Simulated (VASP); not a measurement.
Wanted: the native input for a VASP 6.6.1 run.

```
Task                   : relaxation of cell and atoms
Functional             : PBE
Potentials or basis    : VASP PAW PBE potentials, release 64 (Be, H)
Cutoff                 : 600 eV
k mesh                 : 6 × 6 × 4
Occupations            : gaussian, width 0.1 eV
Spin                   : no spin polarisation
Dipole correction      : no
Further INCAR settings : ALGO = Normal; EDIFF = 1e-06; IBRION = 2; EDIFFG = -0.04; NSW = 90; ISIF = 3
```

The structure of Be2H3 lies in POSCAR:

```
Be2H3
1.0
    2.8932736175      0.0000000000      0.0000000000
   -1.4466368088      2.5056484529      0.0000000000
    0.0000000000      0.0000000000      4.5014637755
Be H
2 3
Direct
    0.3333333333      0.6666666667      0.2450000000
    0.6666666667      0.3333333333      0.7550000000
    0.0000000000      0.0000000000      0.0000000000
    0.3333333333      0.6666666667      0.6450000000
    0.6666666667      0.3333333333      0.3550000000
```

One way to write it, as run:

INCAR

```
SYSTEM = Be2H3
ALGO = Normal
EDIFF = 1E-6
EDIFFG = -0.04
ENCUT = 600
GGA = PE
IBRION = 2
ISIF = 3
ISMEAR = 0
LASPH = .TRUE.
LCHARG = .FALSE.
LREAL = .FALSE.
LWAVE = .FALSE.
NELM = 60
NSW = 90
PREC = Accurate
SIGMA = 0.1
```

KPOINTS

```
k-points
0
G
  6 6 4
  0 0 0
```

Potentials or basis: VASP PAW PBE potentials, release 64 (Be, H).

The run is started by

```bash
$ cat potpaw_PBE.64/Be/POTCAR potpaw_PBE.64/H/POTCAR > POTCAR
$ mpirun -np 1 vasp_std > vasp.out
```

Results of the run:

The relaxed volume is 5.89 Å³/atom. The relaxed cell is a = 2.466 Å, b = 2.466 Å, c = 5.597 Å, α = 90.00°, β = 90.00°, γ = 120.00°. The space group after relaxing (to 0.1 Å) is P-3m1 (No. 164) and the energy gained by relaxing is 151.0 meV/atom. The ionic steps are 25, the pressure after relaxing is 0.3 GPa and the largest force after relaxing is 0.034 eV/Å. The band gap on the k mesh is zero (an odd number of electrons rules out a gap without spin polarisation).

Caveat: the k points lie up to 0.49 Å⁻¹ apart in the final cell, too coarse for converged energies and pressures of a metal; a cell axis changed by over 15 % at a fixed basis, so the end point is rough.

Wall time 65 s on 1 thread of Intel(R) Xeon(R) Platinum 8488C (Sapphire Rapids) (shared host), peak memory 0.15 GiB.
